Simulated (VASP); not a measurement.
Write the native input for VASP 6.6.1 that does the following.

* Task: single point
* Functional: PBE
* Potentials or basis: VASP PAW PBE potentials, release 64 (Zr_sv, H)
* Cutoff: 520 eV
* k mesh: 12 × 12 × 2
* Occupations: gaussian, width 0.1 eV
* Spin: no spin polarisation
* Dipole correction: no
* Further INCAR settings: ALGO = Normal; EDIFF = 1e-07; NBANDS = 29

The structure of ZrH5 lies in POSCAR:

```
ZrH5
1.0
    3.2134127290      0.0000000000      0.0000000000
   -1.6067063645      2.7828970561      0.0000000000
    0.0000000000      0.0000000000     17.4736201066
Zr H
2 10
Direct
    0.3333333333      0.6666666667      0.0848577582
    0.6666666667      0.3333333333      0.9151422418
    0.6666666667      0.3333333333      0.6878739636
    0.6666666667      0.3333333333      0.6449617279
    0.0000000000      0.0000000000      0.4785509019
    0.0000000000      0.0000000000      0.5214490981
    0.3333333333      0.6666666667      0.3121260364
    0.3333333333      0.6666666667      0.3550382721
    0.3333333333      0.6666666667      0.9653498302
    0.0000000000      0.0000000000      0.1413805871
    0.6666666667      0.3333333333      0.0346501698
    0.0000000000      0.0000000000      0.8586194129
```

The input as run:

INCAR

```
PREC = Accurate
ENCUT = 520
EDIFF = 1E-7
ISMEAR = 0
SIGMA = 0.1
LREAL = False
LASPH = True
NELM = 80
ALGO = Normal
ISIF = 2
LWAVE = False
LCHARG = False
GGA = PE
NBANDS = 29
```

KPOINTS

```
regular mesh
0
Gamma
  12 12 2
```

Potentials or basis: VASP PAW PBE potentials, release 64 (Zr_sv, H).

The run is started by

```bash
$ cat potpaw_PBE.64/Zr_sv/POTCAR potpaw_PBE.64/H/POTCAR > POTCAR
$ mpirun -np 1 vasp_std > vasp.out
```

Results of the run:

```json
{"Pressure": "-0.1 GPa", "Largest force": "0.009 eV/Å", "Band gap on the k mesh": "zero (bands 17 and 18 overlap by 0.73 eV)"}
```

Run time: 5.6 min on 1 thread of Intel Xeon 8259CL, on a shared host, peak memory 0.36 GiB.
